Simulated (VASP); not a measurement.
Input of a VASP 6.6.1 run:

POSCAR

```
NaCl
1.0
    0.0000000000      2.9148067784      2.9148067784
    2.9148067784      0.0000000000      2.9148067784
    2.9148067784      2.9148067784      0.0000000000
Na Cl
1 1
Direct
    0.0000000000      0.0000000000      0.0000000000
    0.5000000000      0.5000000000      0.5000000000
```

File INCAR.step1:

```
  PREC = Accurate
  ENCUT = 520
  EDIFF = 1E-5
  ISMEAR = 0
  SIGMA = 0.01
  LREAL = F
  LASPH = T
  NELM = 80
  ALGO = Normal
  ISIF = 2
  LWAVE = T
  LCHARG = F
  NBANDS = 14
  GGA = PE
```

Contents of INCAR.step2:

```
  PREC = Accurate
  ENCUT = 520
  EDIFF = 1E-7
  ISMEAR = 0
  SIGMA = 0.01
  LREAL = F
  LASPH = T
  NELM = 80
  ALGO = Normal
  ISIF = 2
  LWAVE = F
  LCHARG = F
  GGA = PE
  LHFCALC = T
  HFSCREEN = 0.2079
  PRECFOCK = Normal
  NBANDS = 14
  ISTART = 1
```

The input KPOINTS:

```
Automatic mesh
0
Gamma
  6 6 6
```

Potentials or basis: VASP PAW PBE potentials, release 64 (Na_pv, Cl).

Command:

```sh
$ cat potpaw_PBE.64/Na_pv/POTCAR potpaw_PBE.64/Cl/POTCAR > POTCAR
$ cp INCAR.step1 INCAR
$ mpirun -np 1 vasp_std > vasp.out
$ cp INCAR.step2 INCAR
$ mpirun -np 1 vasp_std > vasp.out
```

Question: Predict the band gap on the k mesh.

Answer: 6.09 eV.

Question: What does it give for the pressure?

Answer: -1.9 GPa.

Caveat: the cell differs from its parent crystal (strain +4.0%); the PAW data sets were made with another functional, which shifts forces and pressure a little.
